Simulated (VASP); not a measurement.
# TbBeC (P-6m2) in VASP: notebook

The runs below take TbBeC through single point, relaxation of cell and atoms, with PBE.

Program: VASP 6.6.1. These are calculated values, not measurements. Logs are shortened: lines on timing, memory, paths and dates and some standing lists are left out, and cuts for length are marked.

### 1 The cell of the first run

The structure is hexagonal, space group P-6m2 (No. 187). The conventional cell has a = 3.364 Å, b = 3.364 Å, c = 3.815 Å, α = 90.00°, β = 90.00°, γ = 120.00°. Within 3.6 Å of Tb (site symmetry -6m2) lie 6 C at 2.72 Å and 6 Be at 2.72 Å and 6 Tb at 3.36 Å. Within 2.6 Å of Be (site symmetry -6m2) lie 3 C at 1.94 Å. Within 2.6 Å of C (site symmetry -6m2) lie 3 Be at 1.94 Å.

The cell was generated, and may not be a known phase.

### 2 Single point, PBE

Contents of INCAR:

```
PREC = Accurate
ENCUT = 600
EDIFF = 1E-6
ISMEAR = 0
SIGMA = 0.1
LREAL = F
LASPH = T
NELM = 200
ALGO = Normal
ISIF = 2
LWAVE = F
LCHARG = F
GGA = PE
NBANDS = 14
GGA_COMPAT = F
LMAXMIX = 6
```

Contents of KPOINTS:

```
regular mesh
0
Gamma
  6 6 6
```

Contents of POSCAR:

```
TbBeC
1.0
    3.3641992049     -0.0000000024      0.0000000000
   -1.6820996004      2.9134819760      0.0000000000
    0.0000000000      0.0000000000      3.8153274140
Tb Be C
1 1 1
Direct
    0.6666666667      0.3333333333      0.0000000000
    0.0000000000      0.0000000000      0.5000000000
    0.3333333333      0.6666666667      0.5000000000
```

Potentials or basis: VASP PAW PBE potentials, release 64 (Tb_3, Be, C), 4f in core.

The run is started by

```console
$ cat potpaw_PBE.64/Tb_3/POTCAR potpaw_PBE.64/Be/POTCAR potpaw_PBE.64/C/POTCAR > POTCAR
$ mpirun -np 1 vasp_std > vasp.out
```

OUTCAR:

```text
PREC = Accurate
   ENCUT = 600
   EDIFF = 1E-6
   ISMEAR = 0
   LREAL = F
   LASPH = T
   NELM = 200
   ISIF = 2
   GGA = PE

 ion  position               nearest neighbor table
   1  0.667  0.333  0.000-   3 2.72   3 2.72   3 2.72   3 2.72   2 2.72   2 2.72   2 2.72   2 2.72
                             2 2.72   2 2.72   3 2.72   3 2.72
   2  0.000  0.000  0.500-   3 1.94   3 1.94   3 1.94   1 2.72   1 2.72   1 2.72   1 2.72   1 2.72
                             1 2.72
   3  0.333  0.667  0.500-   2 1.94   2 1.94   2 1.94   1 2.72   1 2.72   1 2.72   1 2.72   1 2.72
                             1 2.72

  LATTYP: Found a hexagonal cell.
 ALAT       =     3.3641992049
 C/A-ratio  =     1.1340967587

  Lattice vectors:

 A1 = (   3.3641992049,  -0.0000000024,   0.0000000000)
 A2 = (  -1.6820996004,   2.9134819760,   0.0000000000)
 A3 = (   0.0000000000,   0.0000000000,   3.8153274140)

Analysis of symmetry for initial positions (statically):
=====================================================================
 Subroutine PRICEL returns:
 Original cell was already a primitive cell.

 Routine SETGRP: Setting up the symmetry group for a
 hexagonal supercell.

 Subroutine GETGRP returns: Found 12 space group operations
 (whereof 12 operations were pure point group operations)
 out of a pool of 24 trial point group operations.

The static configuration has the point symmetry D_3h.

Analysis of symmetry for dynamics (positions and initial velocities):
=====================================================================
 Subroutine PRICEL returns:
 Original cell was already a primitive cell.

 Routine SETGRP: Setting up the symmetry group for a
 hexagonal supercell.

 Subroutine GETGRP returns: Found 12 space group operations
 (whereof 12 operations were pure point group operations)
 out of a pool of 24 trial point group operations.

The dynamic configuration has the point symmetry D_3h.

 Subroutine INISYM returns: Found 12 space group operations
 (whereof 12 operations are pure point group operations),
 and found     1 'primitive' translations

----------------------------------------------------------------------------------------

                                     Primitive cell

  volume of cell :      37.3961

  direct lattice vectors                    reciprocal lattice vectors
     3.364199205 -0.000000002  0.000000000     0.297247559  0.171615958  0.000000000
    -1.682099600  2.913481976  0.000000000     0.000000000  0.343231916  0.000000000
     0.000000000  0.000000000  3.815327414     0.000000000  0.000000000  0.262100704

  length of vectors
     3.364199205  3.364199205  3.815327414     0.343231916  0.343231916  0.262100704

  position of ions in fractional coordinates (direct lattice)
     0.666666667  0.333333333  0.000000000
     0.000000000  0.000000000  0.500000000
     0.333333333  0.666666667  0.500000000

  ion indices of the primitive-cell ions
   primitive index   ion index
                 1           1
                 2           2
                 3           3

----------------------------------------------------------------------------------------

 KPOINTS: regular mesh

Automatic generation of k-mesh.
 Grid dimensions read from file:
 generate k-points for:    6    6    6

 Generating k-lattice:

  Cartesian coordinates                     Fractional coordinates (reciprocal lattice)
     0.049541260  0.028602660  0.000000000     0.166666667  0.000000000  0.000000000
     0.000000000  0.057205319  0.000000000    -0.000000000  0.166666667  0.000000000
     0.000000000  0.000000000  0.043683451     0.000000000  0.000000000  0.166666667

  Length of vectors
     0.057205319  0.057205319  0.043683451

  Shift w.r.t. Gamma in fractional coordinates (k-lattice)
     0.000000000  0.000000000  0.000000000

 Subroutine IBZKPT returns following result:
 ===========================================

 Found     28 irreducible k-points:

 Following reciprocal coordinates:
            Coordinates               Weight
  0.000000  0.000000  0.000000      1.000000
  0.166667 -0.000000  0.000000      6.000000
  0.333333 -0.000000  0.000000      6.000000
  0.500000 -0.000000  0.000000      3.000000
  0.166667  0.166667  0.000000      6.000000
  0.333333  0.166667  0.000000     12.000000
[... 16 lines left out ...]
  0.166667 -0.000000  0.500000      6.000000
  0.333333 -0.000000  0.500000      6.000000
 [... further k-points ...]
   k-points           NKPTS =     28   k-points in BZ     NKDIM =     28   number of bands    NBANDS=     14
   number of dos      NEDOS =    301   number of ions     NIONS =      3
   total plane-waves  NPLWV =  23520
   dimension x,y,z NGX =    28 NGY =   28 NGZ =   30
   dimension x,y,z NGXF=    56 NGYF=   56 NGZF=   60
   ions per type =               1   1   1
   NGX,Y,Z   is equivalent  to a cutoff of  13.84, 13.84, 13.07 a.u.
   NGXF,Y,Z  is equivalent  to a cutoff of  27.67, 27.67, 26.14 a.u.
 SYSTEM =  unknown system
   PREC   = accura    normal or accurate (medium, high low for compatibility)
   ISTART =      0    job   : 0-new  1-cont  2-samecut
   ICHARG =      2    charge: 1-file 2-atom 10-const
   ISPIN  =      1    spin polarized calculation?
   LNONCOLLINEAR =      F non collinear calculations
   LSORBIT =      F    spin-orbit coupling
   LASPH  =      T    aspherical Exc in radial PAW
   ENCUT  =  600.0 eV  44.10 Ry    6.64 a.u.   6.72  6.72  7.62*2*pi/ulx,y,z
   NELM   =    200;   NELMIN=  2; NELMDL= -5     # of ELM steps
   EDIFF  = 0.1E-05   stopping-criterion for ELM
   LREAL  =      F    real-space projection
   EDIFFG = 0.1E-04   stopping-criterion for IOM
   NSW    =      0    number of steps for IOM
   IBRION =     -1    ionic relax: 0-MD 1-quasi-New 2-CG
   NFREE  =      0    steps in history (QN), initial steepest desc. (CG)
   ISIF   =      2    stress and relaxation
   ISYM   =      2    0-nonsym 1-usesym 2-fastsym
   POTIM  = 0.5000    time-step for ionic-motion
   TEBEG  =    0.0;   TEEND  =   0.0 temperature during run
   PSTRESS=    0.0 pullay stress
   NELECT =      15.0000    total number of electrons
   NUPDOWN=      -1.0000    fix difference up-down
   EMIN   =  10.00;   EMAX   =-10.00  energy-range for DOS
   EFERMI =   0.00;   METHOD = LEGACY
   ISMEAR =     0;   SIGMA  =   0.10  broadening in eV -4-tet -1-fermi 0-gaus
   EFERMI_NEDOS =   21; number of points for ismear=-14 and -15
   IALGO  =     38    algorithm
   IMIX   =      4    mixing-type and parameters
     AMIX     =   0.40;   BMIX     =  1.00
     AMIX_MAG =   1.60;   BMIX_MAG =  1.00
  volume/ion in A,a.u.               =      12.47        84.12
  Fermi-wavevector in a.u.,A,eV,Ry     =   1.207341  2.281544 19.832837  1.457672
  Thomas-Fermi vector in A             =   2.342982
   LORBIT       =      0    0 simple, 1 ext, 2 COOP (PROOUT), +10 PAW based schemes
   GGA     = PE    functional components
   LHFCALC =     F    Hartree Fock is set to
   AEXX    =    0.0000 exact exchange contribution
   IVDW    =     0    specifies the selected vdW correction
   LEPSILON=     F    determine dielectric tensor
   LRPA    =     F    only Hartree local field effects (RPA)
 non-spin polarized calculation
 Gauss-broadening in eV      SIGMA  =   0.10
  energy-cutoff  :      600.00
  volume of cell :       37.40
 maximum number of plane-waves:      1270
 NGX is ok and might be reduce to    28
   NGX = 13   NGY = 13   NGZ = 15

 number of electron      15.0000000 magnetization

 Free energy of the ion-electron system (eV)
  ---------------------------------------------------
  ext. energy  EPLUGINS =         0.00000000
  ---------------------------------------------------
  free energy    TOTEN  =       -18.24840383 eV

  energy without entropy =      -18.24221161  energy(sigma->0) =      -18.24530772

 E-fermi :   5.1512     XC(G=0): -11.4348

 val. band max:        5.1338421057   @ k =   0.3333   0.3333   0.5000
 cond. band min:       5.1577765169   @ k =   0.3333   0.3333   0.3333
 fundamental gap:      0.0239344112
 Fermi energy:         5.1511896587

 k-point     1 :       0.0000    0.0000    0.0000
  band No.  band energies     occupation
      1     -16.2823      2.00000
      2     -15.7900      2.00000
      3     -15.7900      2.00000
      4      -6.1391      2.00000
      5       4.0117      2.00000
      6       4.0117      2.00000
      7       4.0807      2.00000
      8       4.1713      2.00000
      9       8.6994      0.00000
     10       9.7189      0.00000
     11       9.7189      0.00000
     12      11.0418      0.00000
     13      11.0418      0.00000
     14      13.0280      0.00000

 k-point     2 :       0.1667   -0.0000    0.0000
  band No.  band energies     occupation
      1     -16.2328      2.00000
      2     -16.0841      2.00000
      3     -15.8522      2.00000
      4      -5.7225      2.00000
      5       2.7124      2.00000
      6       3.7075      2.00000
      7       3.9685      2.00000
      8       4.8289      1.99999
      9       8.5235      0.00000
     10       9.9124      0.00000
     11       9.9427      0.00000
     12      10.6232      0.00000
     13      10.6603      0.00000
     14      13.2060      0.00000

 k-point     3 :       0.3333   -0.0000    0.0000
  band No.  band energies     occupation
      1     -16.6206      2.00000
      2     -16.1318      2.00000
      3     -15.9739      2.00000
      4      -4.7869      2.00000
      5       0.8591      2.00000
      6       3.1014      2.00000
      7       3.7582      2.00000
      8       4.9874      1.97944
      9       9.0506      0.00000
     10       9.2080      0.00000
     11      10.0285      0.00000
     12      10.9824      0.00000
     13      11.2692      0.00000
     14      15.2208      0.00000

 k-point     4 :       0.5000   -0.0000    0.0000
  band No.  band energies     occupation
      1     -16.8680      2.00000
      2     -16.0804      2.00000
      3     -16.0334      2.00000
      4      -4.1862      2.00000
      5      -0.0537      2.00000
      6       2.8443      2.00000
      7       3.6202      2.00000
      8       4.5788      2.00000
      9       8.3686      0.00000
     10       9.7578      0.00000
     11      10.9548      0.00000
     12      11.9306      0.00000
     13      12.5934      0.00000
     14      14.4111      0.00000

 k-point     5 :       0.1667    0.1667    0.0000
  band No.  band energies     occupation
      1     -16.4401      2.00000
      2     -16.1574      2.00000
      3     -16.0020      2.00000
      4      -5.0388      2.00000
      5       1.5104      2.00000
      6       3.2809      2.00000
      7       3.3065      2.00000
      8       5.7850      0.00000
      9       7.9376      0.00000
     10       8.3697      0.00000
     11      10.5165      0.00000
[... 276 lines left out ...]
 k-point    22 :       0.0000    0.0000    0.5000
  band No.  band energies     occupation
      1     -16.6642      2.00000
      2     -15.7659      2.00000
      3     -15.7659      2.00000
      4      -4.5387      2.00000
      5       0.0385      2.00000
      6       4.7727      2.00000
      7       4.7727      2.00000
      8       7.9298      0.00000
      9       7.9298      0.00000
     10       8.1133      0.00000
     11       8.3542      0.00000
     12       8.3542      0.00000
     13      11.0373      0.00000
     14      11.4819      0.00000

 k-point    23 :       0.1667   -0.0000    0.5000
  band No.  band energies     occupation
      1     -16.5924      2.00000
      2     -16.0439      2.00000
      3     -15.8250      2.00000
      4      -4.5374      2.00000
      5       0.7953      2.00000
      6       3.3921      2.00000
      7       3.8979      2.00000
      8       6.1493      0.00000
      9       8.7407      0.00000
     10       8.8139      0.00000
     11       9.0032      0.00000
     12       9.7543      0.00000
     13      12.4965      0.00000
     14      12.7175      0.00000

 k-point    24 :       0.3333   -0.0000    0.5000
  band No.  band energies     occupation
      1     -16.5575      2.00000
      2     -16.4439      2.00000
      3     -15.9405      2.00000
      4      -4.5304      2.00000
      5       1.6192      2.00000
      6       2.2163      2.00000
      7       2.8538      2.00000
      8       4.9414      1.99699
      9       9.0974      0.00000
     10      10.3045      0.00000
     11      10.9615      0.00000
     12      11.9254      0.00000
     13      13.8195      0.00000
     14      13.9307      0.00000

 [... further k-points ...]

------------------------ aborting loop because EDIFF is reached ----------------------------------------

  FORCE on cell =-STRESS in cart. coord.  units (eV):
  Direction    XX          YY          ZZ          XY          YZ          ZX
  --------------------------------------------------------------------------------------
  -------------------------------------------------------------------------------------
  Total        0.0891650      0.0891650      0.1526899     -0.0000000     -0.0000000      0.0000000
  in kB        3.8201405      3.8201405      6.5417686     -0.0000000     -0.0000000      0.0000000
  external PRESSURE =       4.7273499 kB  Pullay stress =       0.0000000 kB

 VOLUME and BASIS-vectors are now :
 -----------------------------------------------------------------------------
  energy-cutoff  :      600.00
  volume of cell :       37.40
      direct lattice vectors                 reciprocal lattice vectors
     3.364199205 -0.000000002  0.000000000     0.297247559  0.171615958  0.000000000
    -1.682099600  2.913481976  0.000000000     0.000000000  0.343231916  0.000000000
     0.000000000  0.000000000  3.815327414     0.000000000  0.000000000  0.262100704

 POSITION                                       TOTAL-FORCE (eV/Angst)
 -----------------------------------------------------------------------------------
      1.68210      0.97116      0.00000        -0.000000     -0.000000      0.000000
      0.00000      0.00000      1.90766         0.000000     -0.000000      0.000000
      0.00000      1.94232      1.90766        -0.000000      0.000000      0.000000
 -----------------------------------------------------------------------------------
    total drift:                                0.000000     -0.000000     -0.000000

  FREE ENERGIE OF THE ION-ELECTRON SYSTEM (eV)
  ---------------------------------------------------
  free  energy   TOTEN  =       -18.2484038320 eV

  energy  without entropy=      -18.2422116112  energy(sigma->0) =      -18.24530772
```

It took 9.8 s on 1 thread of AMD EPYC 9R45 (Zen 5), shared host; peak memory 0.15 GiB.

What came out:

- Free energy: -18.2484 eV
- Pressure: 0.5 GPa
- Band gap on the k mesh: zero (an odd number of electrons rules out a gap without spin polarisation)

Stress tensor (GPa, compression positive):
```
0.38 0.00 0.00
0.00 0.38 0.00
0.00 0.00 0.65
```

Levels at points of the mesh, in eV from the Fermi level:
| k point | band 4 | band 5 | band 6 | band 7 | band 8 | band 9 | band 10 | band 11 |
| --- | --- | --- | --- | --- | --- | --- | --- | --- |
| (0.00, 0.00, 0.00) | -11.29 | -1.14 | -1.14 | -1.07 | -0.98 | 3.55 | 4.57 | 4.57 |
| (0.50, 0.00, 0.00) | -9.34 | -5.20 | -2.31 | -1.53 | -0.57 | 3.22 | 4.61 | 5.80 |
| (0.00, 0.00, 0.50) | -9.69 | -5.11 | -0.38 | -0.38 | 2.78 | 2.78 | 2.96 | 3.20 |
| (0.50, 0.00, 0.50) | -9.68 | -4.22 | -2.68 | -2.54 | -0.08 | 4.06 | 5.78 | 7.72 |

Caveat: spin-orbit coupling is left out, which moves the levels of the heavy elements; the 4f electrons are frozen in the core, so they carry no moment and show no levels. Spin polarisation is off, so any magnetic state and its effect on volume and gap are missing.

### 3 Single point, PBE

This run uses another cell than the first one, of 15.89 Å³/atom.

Contents of INCAR:

```
SYSTEM = TbBeC
ALGO = Normal
EDIFF = 1E-6
ENCUT = 600
GGA = PE
GGA_COMPAT = .False.
ISIF = 2
ISMEAR = 0
LASPH = .True.
LCHARG = .False.
LMAXMIX = 6
LREAL = .False.
LWAVE = .False.
NBANDS = 14
NELM = 200
PREC = Accurate
SIGMA = 0.1
```

Contents of KPOINTS:

```
k-points
0
Gamma
  6 6 6
  0 0 0
```

Contents of POSCAR:

```
TbBeC
1.0
    4.0402599900      0.0000000000      0.0000000000
   -2.0201299900      3.4989677900      0.0000000000
    0.0000000000      0.0000000000      3.3725237400
Tb Be C
1 1 1
Direct
    0.6666666700      0.3333333300      0.0000000000
    0.0000000000      0.0000000000      0.5000000000
    0.3333333300      0.6666666700      0.5000000000
```

Potentials or basis: VASP PAW PBE potentials, release 64 (Tb_3, Be, C), 4f in core.

The run is started by

```console
$ cat potpaw_PBE.64/Tb_3/POTCAR potpaw_PBE.64/Be/POTCAR potpaw_PBE.64/C/POTCAR > POTCAR
$ mpirun -np 1 vasp_std > vasp.out
```

Run time: 12 s. Hardware: 1 thread of AMD EPYC 9R45 (Zen 5), shared host; peak memory 0.16 GiB.

Results (log left out):

```yaml
Free_energy: -16.0503 eV
Pressure: -19.1 GPa
Band_gap_on_the_k_mesh: zero (an odd number of electrons rules out a gap without spin polarisation)
```

Stress tensor (GPa, compression positive):
```
-31.22   0.00   0.00
  0.00 -31.22   0.00
  0.00   0.00   5.28
```

Levels at points of the mesh, in eV from the Fermi level:
```tsv
k point	band 4	band 5	band 6	band 7	band 8	band 9	band 10	band 11	band 12	band 13
(0.00, 0.00, 0.00)	-10.48	-2.25	-2.25	-0.76	-0.08	0.45	3.31	3.31	4.97	4.97
(0.50, 0.00, 0.00)	-9.34	-5.12	-1.93	-1.07	-0.13	3.13	3.63	3.78	4.52	4.78
(0.00, 0.00, 0.50)	-9.03	-4.29	-1.22	-1.22	0.82	0.82	2.26	2.38	2.39	2.39
(0.50, 0.00, 0.50)	-9.12	-3.65	-2.98	-2.27	-0.90	2.09	5.06	5.12	5.60	7.01
```

Caveat: the stress differs along the axes, from -31 to 5 GPa; spin-orbit coupling is left out, which moves the levels of the heavy elements; the 4f electrons are frozen in the core, so they carry no moment and show no levels. Spin polarisation is off, so any magnetic state and its effect on volume and gap are missing.

(Part 1 of 3 ends here.)

The gap in the log of VASP goes by the Fermi energy; the results here count the filled bands.